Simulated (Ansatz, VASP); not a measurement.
PC2 in VASP and in Ansatz

The input INCAR:

```
ALGO     = Normal         # electronic algorithm
EDIFF    = 1E-6           # SCF threshold, eV
EDIFFG   = -0.01          # ionic threshold
ENCUT    = 600            # plane-wave cutoff, eV
GGA      = PE             # functional
IBRION   = 2              # ionic algorithm
ISIF     = 3              # what is computed and relaxed
ISMEAR   = 0              # smearing method
LASPH    = T              # aspherical terms in the spheres
LCHARG   = F              # write CHGCAR
LREAL    = F              # projectors in reciprocal space
LWAVE    = F              # write WAVECAR
NELM     = 100            # most SCF steps
NSW      = 100            # ionic steps
PREC     = Accurate       # precision mode
SIGMA    = 0.1            # smearing width, eV
```

File KPOINTS:

```
k-points
0
Gamma
  18 18 6
```

POSCAR

```
PC2
1.0
    2.8617542475      0.0000000000      0.0000000000
   -1.4308771237      2.4783518777      0.0000000000
    0.0000000000      0.0000000000      7.0037363477
P C
2 4
Direct
    0.0000000000      0.0000000000      0.0000000000
    0.0000000000      0.0000000000      0.5000000000
    0.3333333333      0.6666666667      0.8510057016
    0.3333333333      0.6666666667      0.6489942984
    0.6666666667      0.3333333333      0.1489942984
    0.6666666667      0.3333333333      0.3510057016
```

Input for Ansatz:

```yaml
crystal:
  lattice:
    - [2.8617542475, 0.0, 0.0]
    - [-1.4308771237, 2.4783518777, 0.0]
    - [0.0, 0.0, 7.0037363477]
  atoms:
    - { symbol: P, position: [0.0, 0.0, 0.0] }
    - { symbol: P, position: [0.0, 0.0, 0.5] }
    - { symbol: C, position: [0.3333333333, 0.6666666667, 0.8510057016] }
    - { symbol: C, position: [0.3333333333, 0.6666666667, 0.6489942984] }
    - { symbol: C, position: [0.6666666667, 0.3333333333, 0.1489942984] }
    - { symbol: C, position: [0.6666666667, 0.3333333333, 0.3510057016] }
basis:
  ecutwfc: 420
kpoints:
  mp_grid: { grid: [18, 18, 6] }
hamiltonian:
  xc: pbe
scf:
  occupations: { method: gaussian, width: 0.1 }
output:
  forces: true
  stress: true
  eigenvalues: true
relax:
  adjacent_minimum: "off"
  f_tol: 0.01
  max_steps: 80
  cell: { stress_tol: 0.05 }
```

Change from the starting cell: species swapped into the MnO2 type (P6_3/mmc, No. 194).

Alike in both runs: task relaxation of cell and atoms; functional PBE; k mesh 18 × 18 × 6; occupations gaussian, width 0.1 eV; no spin polarisation.

```csv
,VASP,Ansatz
version,VASP 6.6.1,Ansatz 0.2.0
potentials or method,"VASP PAW PBE potentials, release 64 (P, C), cutoff 600 eV","scalar-relativistic, plane waves, PAW"
valence electrons in the cell,26,26
```

```tsv
	VASP	Ansatz	Ansatz less VASP
gap on the k mesh at the Fermi level, each at its own relaxed structure (eV)	none	none	-
relaxed volume (Å³/atom)	8.24	8.25	+0.019
relaxed cell length with the largest relative difference (Å)	2.850	2.853	+0.0030
```

A gap of «none» marks a metal or a gap that the smearing closes.
